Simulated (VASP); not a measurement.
Here is a VASP 6.6.1 calculation.

File INCAR:

```
SYSTEM = InF
PREC = Accurate
ENCUT = 600
EDIFF = 1E-6
ISMEAR = 0
SIGMA = 0.05
LREAL = .False.
LASPH = .True.
NELM = 120
ALGO = Normal
ISIF = 2
LWAVE = .False.
LCHARG = .False.
NBANDS = 17
GGA_COMPAT = .False.
```

KPOINTS

```
Automatic mesh
0
Gamma
  6 6 6
  0 0 0
```

Contents of POSCAR:

```
InF
1.0
    0.0000000000      2.6542302571      2.6542302571
    2.6542302571      0.0000000000      2.6542302571
    2.6542302571      2.6542302571      0.0000000000
In F
1 1
Direct
    0.0000000000      0.0000000000      0.0000000000
    0.2500000000      0.2500000000      0.2500000000
```

Potentials or basis: VASP PAW LDA potentials, release 64 (In_d, F).

Launch:

```console
$ cat potpaw_LDA.64/In_d/POTCAR potpaw_LDA.64/F/POTCAR > POTCAR
$ mpirun -np 1 vasp_std > vasp.out
```

Question: Predict the pressure.

Answer: 11.7 GPa.

Caveat: the cell stands under pressure.
